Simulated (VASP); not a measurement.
Runs of VASP 6.6.1 on GaSb3. The structure is that of space group Fm-3m (No. 225), or close to it. The cells are those of the table. 

```tsv
task	cell	k mesh	cutoff (eV)	smearing	gap on the mesh (eV)	pressure (GPa)	relaxed volume (Å³/atom)
relaxation of cell and atoms	relaxed from a = 5.276 Å, angles 60.0°, 4 atoms	6 × 6 × 6	600	gaussian 0.1 eV	-	0.0	23.05
single point	a = 5.071 Å, angles 60.0°, 4 atoms	10 × 10 × 10	520	gaussian 0.1 eV	none	0.1	-
single point	a = 5.071 Å, angles 60.0°, 4 atoms	6 × 6 × 6	520	gaussian 0.1 eV	none	0.0	-
single point	a = 5.071 Å, angles 60.0°, 4 atoms	14 × 14 × 14	520	gaussian 0.15 eV	none	0.5	-
relaxation of cell and atoms	relaxed from a = 5.071 Å, angles 60.0°, 4 atoms	10 × 10 × 10	600	gaussian 0.1 eV	-	0.0	(a)
single point	a = 5.071 Å, angles 60.0°, 4 atoms	12 × 12 × 12	520	gaussian 0.15 eV	none	0.5	-
```

Alike in all rows: level PBEsol+D3(BJ); potentials or basis VASP PAW PBE potentials, release 64 (Ga_d, Sb); no spin polarisation.

Problem. Fill in the values left out.

Solution. (a) 23.09.

Caveats: the PAW data sets were made with another functional, which shifts forces and pressure a little; spin-orbit coupling is left out, which moves the levels of the heavy elements; pairwise dispersion overbinds metals, which lowers pressure and volume (some runs); the bands computed are all filled at some k points, so no gap is given (some runs).

A k mesh can miss the band edges, and the runs leave out spin-orbit coupling on Ga, Sb.

A gap of «none» marks levels without a gap at the run's occupations.
